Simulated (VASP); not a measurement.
Wanted: the native input for a VASP 6.6.1 run.

```
Task                   : single point
Functional             : PBE
Potentials or basis    : VASP PAW PBE potentials, release 64 (Li_sv)
Cutoff                 : 750 eV
k mesh                 : 17 × 17 × 17
Occupations            : fermi-dirac, width 0.1 eV
Spin                   : no spin polarisation
Dipole correction      : no
Further INCAR settings : ALGO = Normal; EDIFF = 1e-06; NBANDS = 8
```

The structure of Li lies in POSCAR:

```
Li
1.0
   -1.3154554380      1.3154554380      1.3154554380
    1.3154554380     -1.3154554380      1.3154554380
    1.3154554380      1.3154554380     -1.3154554380
Li
1
Direct
    0.0000000000      0.0000000000      0.0000000000
```

One way to write it, as run:

INCAR

```
SYSTEM = Li
  PREC = Accurate
  ENCUT = 750
  EDIFF = 1E-6
  ISMEAR = -1
  SIGMA = 0.1
  LREAL = .FALSE.
  LASPH = .TRUE.
  NELM = 120
  ALGO = Normal
  ISIF = 2
  LWAVE = .FALSE.
  LCHARG = .FALSE.
  GGA = PE
  NBANDS = 8
  GGA_COMPAT = .FALSE.
```

KPOINTS

```
Automatic mesh
0
G
  17 17 17
  0 0 0
```

Potentials or basis: VASP PAW PBE potentials, release 64 (Li_sv).

Run with:

```sh
$ cat potpaw_PBE.64/Li_sv/POTCAR > POTCAR
$ mpirun -np 1 vasp_std > vasp.out
```

Results of the run:

- Pressure: 42.0 GPa
- Band gap on the k mesh: zero (an odd number of electrons rules out a gap without spin polarisation)

Caveat: the cell stands under pressure.

It took 18 s on 1 thread of Intel Xeon 8259CL, on a shared host, peak memory 0.13 GiB.
